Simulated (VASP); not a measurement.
KBi3F10: single point with LDA

KBi3F10:

```
K Bi F
1.0
     0.00000    6.02806    6.02806
     6.02806    0.00000    6.02806
     6.02806    6.02806    0.00000
K Bi F
2 6 20
Direct
  0.27994 0.23429 0.30773
  0.76031 0.73767 0.71156
  0.80803 0.23355 0.21621
  0.21307 0.74384 0.79307
  0.22136 0.75634 0.24757
  0.76608 0.27349 0.75378
  0.26324 0.22299 0.74094
  0.71828 0.76837 0.24385
  0.78612 0.55972 0.51970
  0.18578 0.47617 0.47632
  0.50573 0.90805 0.11708
  0.58095 0.21652 0.69669
  0.46555 0.79132 0.50584
  0.18336 0.47490 0.85676
  0.47337 0.10013 0.53395
  0.79978 0.53706 0.12439
  0.49815 0.47471 0.91075
  0.50643 0.51871 0.26574
  0.10862 0.75085 0.57170
  0.91003 0.24341 0.43017
  0.10693 0.08761 0.10221
  0.88231 0.88704 0.89010
  0.12512 0.14141 0.66563
  0.11501 0.66482 0.12546
  0.89453 0.89104 0.34007
  0.89557 0.34352 0.91043
  0.67120 0.13280 0.09317
  0.33201 0.87381 0.87449
```

```
Program                : VASP 6.6.1
Task                   : single point
Functional             : LDA
Potentials or basis    : VASP PAW LDA potentials, release 64 (K_sv, Bi_d, F)
Cutoff                 : 520 eV
k mesh                 : 2 × 2 × 2
Occupations            : fermi-dirac, width 0.05 eV
Spin                   : no spin polarisation
Dipole correction      : no
Further INCAR settings : ALGO = Normal; EDIFF = 1e-06; NBANDS = 144
```

```yaml
Pressure: -2.3 GPa
Largest_force: 3.018 eV/Å
Band_gap_on_the_k_mesh: 4.13 eV (least direct gap 4.14 eV)
```

Forces on the atoms (eV/Å):
```
K   -0.365 -0.477  0.231
K    0.423  0.180  0.018
Bi   2.924 -0.211 -0.719
Bi  -1.162 -0.314 -0.859
Bi  -0.202  2.042 -0.124
Bi  -0.345 -0.908 -0.706
Bi   1.126  1.094  1.557
Bi  -0.984 -0.262  0.610
F   -0.075  0.818 -0.442
F   -0.029  0.074 -0.747
F    0.303 -0.594 -0.707
F    0.413 -0.076 -0.298
F    0.089 -0.549 -0.081
F    0.228  0.524  0.167
F   -1.129  0.065  0.950
F    0.076  0.789  1.229
F   -0.488 -0.717  0.329
F    0.087 -0.594 -0.855
F   -0.015 -0.378  1.015
F   -0.360 -0.024 -0.145
F   -0.089  0.325  0.951
F    0.097  0.237  0.437
F   -0.416 -1.147 -1.581
F   -0.222 -0.124 -0.426
F    0.030 -0.185 -0.423
F   -0.554 -0.864  0.564
F    0.006  0.683 -0.284
F    0.631  0.595  0.339
```

Stress tensor (GPa, compression positive):
```
-3.22 -0.97 -1.17
-0.97 -2.58  0.78
-1.17  0.78 -0.99
```

Levels at points of the mesh, in eV from the valence-band top:
```tsv
k point	band 121	band 122	band 123	band 124	band 125	band 126	band 127	band 128
(0.00, 0.00, 0.00)	-0.54	-0.14	-0.02	0.00	4.33	4.40	4.51	4.71
(0.50, 0.00, 0.00)	-0.47	-0.26	-0.14	-0.02	4.13	4.62	4.83	4.86
(0.00, 0.50, 0.00)	-0.57	-0.33	-0.26	-0.03	4.17	4.58	4.75	4.93
(0.00, 0.00, 0.50)	-0.56	-0.26	-0.18	0.00	4.29	4.51	4.82	4.97
(0.50, 0.50, 0.50)	-0.48	-0.29	-0.25	-0.01	4.23	4.60	4.73	4.75
(0.50, 0.50, 0.00)	-0.54	-0.47	-0.16	0.00	4.44	4.65	4.83	4.89
(0.00, 0.50, 0.50)	-0.57	-0.54	-0.30	-0.01	4.48	4.51	4.83	4.93
(0.50, 0.00, 0.50)	-0.56	-0.48	-0.18	-0.02	4.43	4.59	4.75	5.05
```

Run time: 19 min on 1 thread of Intel(R) Xeon(R) Platinum 8259CL CPU @ 2.50GHz (Skylake/Cascade Lake), on a shared host, peak memory 0.64 GiB.

Caveat: the k points lie up to 0.45 Å⁻¹ apart; spin-orbit coupling is left out, which moves the levels of the heavy elements; forces of over 1 eV/Å act on the atoms, so gaps and moduli don't describe the material at rest. A k mesh can miss the band edges.
